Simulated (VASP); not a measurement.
Input of a VASP 6.6.1 run:

INCAR

```
SYSTEM = CuF
ALGO = Normal ; EDIFF = 1E-6
ENCUT = 520 ; GGA = PE
ISIF = 2 ; ISMEAR = -1
LASPH = .True. ; LCHARG = .True.
LELF = .True. ; LREAL = .False.
LVHAR = .True. ; LWAVE = .False.
NBANDS = 26 ; NELM = 60
PREC = Accurate ; SIGMA = 0.02
```

File KPOINTS:

```
k-points
0
Gamma
  9 9 4
  0 0 0
```

The input POSCAR:

```
CuF
1.0
    2.7897758173      0.0000000000      0.0000000000
   -1.3948879087      2.4160167287      0.0000000000
    0.0000000000      0.0000000000      6.7211226191
Cu F
2 2
Direct
    0.3333333333      0.6666666667      0.0459865616
    0.6666666667      0.3333333333      0.5459865616
    0.3333333333      0.6666666667      0.3290134384
    0.6666666667      0.3333333333      0.8290134384
```

Potentials or basis: VASP PAW PBE potentials, release 64 (Cu, F).

Launch:

```console
$ cat potpaw_PBE.64/Cu/POTCAR potpaw_PBE.64/F/POTCAR > POTCAR
$ mpirun -np 1 vasp_std > vasp.out
```

**Question.** Predict the band gap on the k mesh.

**Answer.** 0.14 eV (least direct gap 0.47 eV).

**Question.** Estimate the pressure.

**Answer.** 5.9 GPa.

**Question.** What does it give for the largest force?

**Answer.** 0.033 eV/Å.

Forces on the atoms (eV/Å):
```
Cu   0.000  0.000 -0.033
Cu   0.000  0.000 -0.033
F    0.000  0.000  0.033
F    0.000  0.000  0.033
```

Caveat: the cell stands under pressure; an odd mesh through Γ misses points on the zone boundary, where band edges can lie.
